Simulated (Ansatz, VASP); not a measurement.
# Two plane-wave programs on CuC3

File INCAR:

```
SYSTEM = CuC3
PREC = Accurate
ENCUT = 520
EDIFF = 1E-6
ISMEAR = 0
SIGMA = 0.1
LREAL = .FALSE.
LASPH = .TRUE.
NELM = 100
ALGO = Normal
ISIF = 2
LWAVE = .FALSE.
LCHARG = .FALSE.
GGA = PS
NBANDS = 20
```

Contents of KPOINTS:

```
Automatic mesh
0
G
  8 8 8
  0 0 0
```

The input POSCAR:

```
CuC3
1.0
   -1.7982236511      1.7982236511      3.9682347310
    1.7982236511     -1.7982236511      3.9682347310
    1.7982236511      1.7982236511     -3.9682347310
Cu C
1 3
Direct
    0.0000000000      0.0000000000      0.0000000000
    0.7500000000      0.2500000000      0.5000000000
    0.2500000000      0.7500000000      0.5000000000
    0.5000000000      0.5000000000      0.0000000000
```

Input for Ansatz:

```yaml
crystal:
  lattice:
    - [-1.7982236511, 1.7982236511, 3.968234731]
    - [1.7982236511, -1.7982236511, 3.968234731]
    - [1.7982236511, 1.7982236511, -3.968234731]
  atoms:
    - { symbol: Cu, position: [0.0, 0.0, 0.0] }
    - { symbol: C, position: [0.75, 0.25, 0.5] }
    - { symbol: C, position: [0.25, 0.75, 0.5] }
    - { symbol: C, position: [0.5, 0.5, 0.0] }
basis:
  ecutwfc: 420
kpoints:
  mp_grid: { grid: [8, 8, 8] }
hamiltonian:
  xc: pbesol
scf:
  occupations: { method: gaussian, width: 0.1 }
output:
  forces: true
  stress: true
  eigenvalues: true
```

Alike in both runs: task single point; functional PBEsol; k mesh 8 × 8 × 8; occupations gaussian, width 0.1 eV; no spin polarisation.

```csv
,VASP,Ansatz
version,VASP 6.6.1,Ansatz 0.2.0
potentials or method,"VASP PAW PBE potentials, release 64 (Cu, C), cutoff 520 eV","scalar-relativistic, plane waves, PAW"
valence electrons in the cell,23,31
```

VASP gave:

```
gap on the k mesh at the Fermi level (eV)                     : none
pressure (GPa)                                                : -33.3
traceless stress, the component that is largest in VASP (GPa) : 2.21
```

Task: What did Ansatz give for the same quantities?

Result: gap on the k mesh at the Fermi level (eV): none; pressure (GPa): -33.5; traceless stress, the component that is largest in VASP (GPa): 2.23.

VASP's potentials were made for PBE, not for PBEsol. A gap of «none» marks a metal or a gap that the smearing closes. Both programs put the cell under strong tension, so it lies far from rest at this level. With one functional, cell and mesh, what is left measures potentials, basis and numerics. VASP's potentials hold 23 valence electrons a cell and Ansatz's 31, so a difference there can come from the potentials and not from the codes.

Noted on VASP's run: the cell as given lies far from equilibrium.
